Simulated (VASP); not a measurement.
# TeW (F-43m) in VASP: notebook, part 2 of 2

VASP 6.6.1. The steps go on from the part before.

### Step 4. Relaxation of cell and atoms, PBE

The input, INCAR:

```
SYSTEM = TeW
PREC     = Accurate       ! precision mode
ENCUT    = 600            ! plane-wave cutoff, eV
EDIFF    = 1E-6           ! SCF threshold, eV
ISMEAR   = 0              ! smearing method
SIGMA    = 0.1            ! smearing width, eV
LREAL    = .False.        ! projectors in reciprocal space
LASPH    = .True.         ! aspherical terms in the spheres
NELM     = 80             ! most SCF steps
ALGO     = Normal         ! electronic algorithm
ISIF     = 3              ! what is computed and relaxed
LWAVE    = .False.        ! write WAVECAR
LCHARG   = .False.        ! write CHGCAR
GGA      = PE             ! functional
IBRION   = 2              ! ionic algorithm
NSW      = 80             ! ionic steps
EDIFFG   = -0.01          ! ionic threshold
```

The input, KPOINTS:

```
Automatic mesh
0
Gamma
  12 12 12
  0 0 0
```

The input, POSCAR:

```
TeW
1.0
    0.0000000000      3.0618296945      3.0618296945
    3.0618296945      0.0000000000      3.0618296945
    3.0618296945      3.0618296945      0.0000000000
W Te
1 1
Direct
    0.0000000000      0.0000000000      0.0000000000
    0.2500000000      0.2500000000      0.2500000000
```

On the command line:

```
$ cat potpaw_PBE.64/W_sv/POTCAR potpaw_PBE.64/Te/POTCAR > POTCAR
$ mpirun -np 1 vasp_std > vasp.out
```

It took 85 s on 1 thread of AMD EPYC 9R45 (Zen 5), shared host; peak memory 0.23 GiB.

The run converged. Its results:

- Free energy: -13.1100 eV
- Relaxed volume: 28.35 Å³/atom
- Relaxed cell: a = 4.312 Å, b = 4.312 Å, c = 4.312 Å, α = 60.00°, β = 60.00°, γ = 60.00°
- Space group after relaxing (to 0.1 Å): F-43m (No. 216)
- Energy gained by relaxing: 1.3 meV/atom
- Ionic steps: 3
- Pressure after relaxing: 0.0 GPa
- Band gap on the k mesh: zero (bands 10 and 11 overlap by 0.25 eV)

Step by step:
```
step  energy change (eV)  largest force (eV/Å)  pressure (GPa)  volume (Å³)
   1              0.0000                0.0000           -1.13        57.41
   2              0.0025                0.0000            1.71        55.74
   3             -0.0025                0.0000           -0.01        56.71
```

Final structure:
```xyz
2
Lattice="0.0000 3.0493 3.0493 3.0493 0.0000 3.0493 3.0493 3.0493 0.0000" Properties=species:S:1:pos:R:3 pbc="T T T"
W     0.0000    0.0000    0.0000
Te    1.5247    1.5247    1.5247
```

Levels at points of the mesh, in eV from the Fermi level:
| k point | band 6 | band 7 | band 8 | band 9 | band 10 | band 11 | band 12 | band 13 | band 14 |
| --- | --- | --- | --- | --- | --- | --- | --- | --- | --- |
| (0.00, 0.00, 0.00) | -4.01 | -4.01 | -4.01 | -0.30 | -0.30 | 1.53 | 4.59 | 4.59 | 4.59 |
| (0.50, 0.00, 0.00) | -5.41 | -3.71 | -3.71 | -0.18 | -0.06 | -0.06 | 2.26 | 2.26 | 3.30 |
| (0.50, 0.50, 0.00) | -5.76 | -3.21 | -3.21 | -1.21 | -0.51 | 0.26 | 0.74 | 0.74 | 5.75 |

Caveat: spin-orbit coupling is left out, which moves the levels of the heavy elements.

### Step 5. Single point, PBE, collinear spin

The input, INCAR:

```
PREC = Accurate
ENCUT = 520
EDIFF = 1E-7
ISMEAR = 0
SIGMA = 0.1
LREAL = F
LASPH = T
NELM = 150
ALGO = Normal
ISIF = 2
LWAVE = F
LCHARG = F
ISPIN = 2
MAGMOM = 1.05 0
LORBIT = 11
LMAXMIX = 4
GGA = PE
NBANDS = 21
```

The input, KPOINTS:

```
Automatic mesh
0
Gamma
  12 12 12
```

POSCAR is that of step 4.

On the command line:

```
$ cat potpaw_PBE.64/W_sv/POTCAR potpaw_PBE.64/Te/POTCAR > POTCAR
$ mpirun -np 1 vasp_std > vasp.out
```

Wall time 81 s (1 thread of AMD EPYC 9R45 (Zen 5), shared host); peak memory 0.27 GiB.

It converged, with:

* Free energy: -13.2170 eV
* Pressure: 0.0 GPa
* Net moment: 1.40 μB per cell
* Site moments: W +1.10; Te -0.03 μB
* Valence electrons inside the program's atomic spheres: W 11.96; Te 3.51

Levels at points of the mesh, in eV from the Fermi level:
Spin up:
```tsv
k point	band 9	band 10	band 11	band 12	band 13	band 14
(0.00, 0.00, 0.00)	-0.95	-0.95	1.21	4.25	4.25	4.25
(0.50, 0.00, 0.00)	-0.68	-0.68	-0.58	1.90	1.90	2.97
(0.50, 0.50, 0.00)	-1.50	-1.08	-0.44	0.34	0.34	5.34
```
Spin down:
| k point | band 6 | band 7 | band 8 | band 9 | band 10 | band 11 | band 12 | band 13 |
| --- | --- | --- | --- | --- | --- | --- | --- | --- |
| (0.00, 0.00, 0.00) | -3.98 | -3.98 | -3.98 | 0.15 | 0.15 | 1.50 | 4.54 | 4.54 |
| (0.50, 0.00, 0.00) | -5.38 | -3.67 | -3.67 | -0.04 | 0.34 | 0.34 | 2.30 | 2.30 |
| (0.50, 0.50, 0.00) | -5.67 | -3.25 | -3.25 | -1.11 | -0.16 | 0.76 | 0.86 | 0.86 |

Caveat: spin-orbit coupling is left out, which moves the levels of the heavy elements.

### Step 6. Single point, PBE, collinear spin

The input, INCAR:

```
SYSTEM = TeW
PREC     = Accurate       ! precision mode
ENCUT    = 520            ! plane-wave cutoff, eV
EDIFF    = 1E-6           ! SCF threshold, eV
ISMEAR   = 0              ! smearing method
SIGMA    = 0.1            ! smearing width, eV
LREAL    = .FALSE.        ! projectors in reciprocal space
LASPH    = .TRUE.         ! aspherical terms in the spheres
NELM     = 150            ! most SCF steps
ALGO     = Normal         ! electronic algorithm
ISIF     = 2              ! what is computed and relaxed
LWAVE    = .FALSE.        ! write WAVECAR
LCHARG   = .FALSE.        ! write CHGCAR
ISPIN    = 2              ! spin polarisation
MAGMOM   = 1 0            ! initial moments
LORBIT   = 11             ! projections on sites
LMAXMIX  = 4              ! l up to which the mixer works
GGA      = PE             ! functional
NBANDS   = 21             ! bands
```

The input, KPOINTS:

```
Automatic mesh
0
G
  12 12 12
  0 0 0
```

POSCAR is that of step 5.

Potentials or basis: VASP PAW PBE potentials, release 64 (W_sv, Te).

On the command line:

```
$ cat potpaw_PBE.64/W_sv/POTCAR potpaw_PBE.64/Te/POTCAR > POTCAR
$ mpirun -np 1 vasp_std > vasp.out
```

It took 76 s on 1 thread of AMD EPYC 9R45 (Zen 5), shared host; peak memory 0.26 GiB.

Results (log left out):

* Free energy: -13.2170 eV
* Pressure: 0.0 GPa
* Net moment: 1.40 μB per cell
* Site moments: W +1.10; Te -0.03 μB
* Valence electrons inside the program's atomic spheres: W 11.96; Te 3.51

Levels at points of the mesh, in eV from the Fermi level:
Spin up:
```
           k point  band 8  band 9  band 10  band 11  band 12  band 13  band 14  band 15
(0.00, 0.00, 0.00)   -4.24   -0.95    -0.95     1.21     4.25     4.25     4.25     5.55
(0.50, 0.00, 0.00)   -3.97   -0.68    -0.68    -0.58     1.90     1.90     2.97     7.40
(0.50, 0.50, 0.00)   -3.42   -1.50    -1.08    -0.44     0.34     0.34     5.34     5.57
```
Spin down:
```csv
k point,band 5,band 6,band 7,band 8,band 9,band 10,band 11,band 12,band 13,band 14
"(0.00, 0.00, 0.00)",-12.90,-3.98,-3.98,-3.98,0.15,0.15,1.50,4.54,4.54,4.54
"(0.50, 0.00, 0.00)",-12.09,-5.38,-3.67,-3.67,-0.04,0.34,0.34,2.30,2.30,3.30
"(0.50, 0.50, 0.00)",-11.81,-5.67,-3.25,-3.25,-1.11,-0.16,0.76,0.86,0.86,5.72
```

Caveat: spin-orbit coupling is left out, which moves the levels of the heavy elements.

### Step 7. The runs side by side

| task | level | spin | cell | k mesh | cutoff (eV) | gap on the mesh (eV) | pressure (GPa) | moment (μB) | relaxed volume (Å³/atom) |
| --- | --- | --- | --- | --- | --- | --- | --- | --- | --- |
| single point | r2SCAN | off | a = 4.330 Å, angles 60.0°, 2 atoms | 12 × 12 × 12 | 520 | none | -2.9 | - | - |
| relaxation of cell and atoms | PBE | collinear | relaxed from a = 4.119 Å, angles 60.0°, 2 atoms | 6 × 6 × 6 | 600 | none | -0.1 | 1.40 | 28.74 |
| relaxation of cell and atoms | PBE | off | relaxed from a = 4.330 Å, angles 60.0°, 2 atoms | 12 × 12 × 12 | 600 | none | 0.0 | - | 28.35 |
| single point | PBE | collinear | a = 4.330 Å, angles 60.0°, 2 atoms | 12 × 12 × 12 | 520 | none | 0.0 | 1.40 | - |

Alike in all rows: potentials or basis VASP PAW PBE potentials, release 64 (W_sv, Te); smearing gaussian 0.1 eV.

Caveats: spin-orbit coupling is left out, which moves the levels of the heavy elements; the PAW data sets were made with another functional, which shifts forces and pressure a little (at least some runs); the volume moved by over 15 % at a fixed basis, so the end points are rough (at least some runs).

Absolute energies hang on the potentials; compare differences alone.
